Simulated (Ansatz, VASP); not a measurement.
One calculation of Ge, two programs

The input INCAR:

```
SYSTEM = Ge
  PREC = Accurate
  ENCUT = 600
  EDIFF = 1E-7
  ISMEAR = -1
  SIGMA = 0.05
  LREAL = .False.
  LASPH = .True.
  NELM = 60
  ALGO = Normal
  ISIF = 3
  LWAVE = .False.
  LCHARG = .False.
  GGA = PS
  IBRION = 2
  NSW = 80
  EDIFFG = -0.02
```

Contents of KPOINTS:

```
Automatic mesh
0
Gamma
  8 8 8
  0 0 0
```

POSCAR

```
Ge
1.0
    0.0000000000      2.8289100000      2.8289100000
    2.8289100000      0.0000000000      2.8289100000
    2.8289100000      2.8289100000      0.0000000000
Ge
2
Direct
    0.7500000000      0.7500000000      0.7500000000
    0.5000000000      0.5000000000      0.5000000000
```

The input input.yaml:

```yaml
crystal:
  lattice:
    - [0.0, 2.82891, 2.82891]
    - [2.82891, 0.0, 2.82891]
    - [2.82891, 2.82891, 0.0]
  atoms:
    - { symbol: Ge, position: [0.75, 0.75, 0.75] }
    - { symbol: Ge, position: [0.5, 0.5, 0.5] }
kpoints:
  mp_grid: { grid: [8, 8, 8] }
scf:
  occupations: { method: fermi_dirac, width: 0.05 }
hamiltonian:
  xc: pbesol
  pseudopotentials: { kind: all_electron, lapw: { basis_error: 0.001 } }
output:
  forces: true
  stress: true
relax:
  f_tol: 0.02
  max_steps: 60
  cell: {}
```

Alike in both runs: task relaxation of cell and atoms; functional PBEsol; k mesh 8 × 8 × 8; occupations fermi-dirac, width 0.05 eV; no spin polarisation.

```csv
,VASP,Ansatz
version,VASP 6.6.1,Ansatz 0.2.0
potentials or method,"VASP PAW PBE potentials, release 64 (Ge_d), cutoff 600 eV","all-electron LAPW, scalar-relativistic"
```

Ansatz gave:

| Quantity | Value |
| --- | --- |
| relaxed volume (Å³/atom) | 22.86 |
| relaxed cell length with the largest relative difference (Å) | 4.014 |

Problem. Which values does VASP return?

Solution. Relaxed volume (Å³/atom): 22.91; relaxed cell length with the largest relative difference (Å): 4.016.

VASP's potentials were made for PBE, not for PBEsol. Ansatz ran all-electron here, and VASP with PAW potentials.
